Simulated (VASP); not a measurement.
Input of a VASP 6.6.1 run:

The input INCAR:

```
PREC     = Accurate       # precision mode
ENCUT    = 600            # plane-wave cutoff, eV
EDIFF    = 1E-6           # SCF threshold, eV
ISMEAR   = 1              # smearing method
SIGMA    = 0.1            # smearing width, eV
LREAL    = False          # projectors in reciprocal space
LASPH    = True           # aspherical terms in the spheres
NELM     = 120            # most SCF steps
ALGO     = Normal         # electronic algorithm
ISIF     = 2              # what is computed and relaxed
LWAVE    = False          # write WAVECAR
LCHARG   = False          # write CHGCAR
GGA      = PS             # functional
IVDW     = 12             # dispersion correction
NBANDS   = 7              # bands
GGA_COMPAT= False
```

File KPOINTS:

```
regular mesh
0
Gamma
  13 13 13
```

Contents of POSCAR:

```
Mg
1.0
   -1.7718928050      1.7718928050      1.8031085097
    1.7718928050     -1.7718928050      1.8031085097
    1.7718928050      1.7718928050     -1.8031085097
Mg
1
Direct
    0.0000000000      0.0000000000      0.0000000000
```

Potentials or basis: VASP PAW PBE potentials, release 64 (Mg).

Run with:

```bash
$ cat potpaw_PBE.64/Mg/POTCAR > POTCAR
$ mpirun -np 1 vasp_std > vasp.out
```

Q: Predict the pressure.

A: -2.1 GPa.

Q: Predict the band gap on the k mesh.

A: Zero (bands 1 and 2 overlap by 3.46 eV).

Q: Predict the dispersion energy per atom.

A: -0.265 eV.

Stress tensor (GPa, compression positive):
```
-2.28  0.00  0.00
 0.00 -2.28  0.00
 0.00  0.00 -1.83
```

Caveat: the PAW data sets were made with another functional, which shifts forces and pressure a little.
